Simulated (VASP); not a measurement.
Input of a VASP 6.6.1 run:

INCAR

```
PREC = Accurate ; ENCUT = 520
EDIFF = 1E-6 ; ISMEAR = 1
SIGMA = 0.3 ; LREAL = F
LASPH = T ; NELM = 80
ALGO = Normal ; ISIF = 2
LWAVE = F ; LCHARG = F
GGA = CA ; NBANDS = 16
```

KPOINTS

```
regular mesh
0
Gamma
  9 9 6
```

POSCAR

```
Te
1.0
    4.2966332825      0.0000000000      0.0000000000
   -2.1483166412      3.7209935734      0.0000000000
    0.0000000000      0.0000000000      5.9041060663
Te
3
Direct
    0.2855404168      1.0000000000      0.3333333333
    1.0000000000      0.2855404168      0.6666666667
    0.7144595832      0.7144595832      1.0000000000
```

Potentials or basis: VASP PAW LDA potentials, release 64 (Te).

Command:

```console
$ cat potpaw_LDA.64/Te/POTCAR > POTCAR
$ mpirun -np 1 vasp_std > vasp.out
```

Task: Estimate the pressure.

Result: 0.0 GPa.

Task: What does it give for the largest force?

Result: 0.017 eV/Å.

Forces on the atoms (eV/Å):
```
Te   0.017  0.000  0.000
Te  -0.009  0.015  0.000
Te  -0.009 -0.015  0.000
```

Caveat: so wide a smearing shifts energies and pressures.
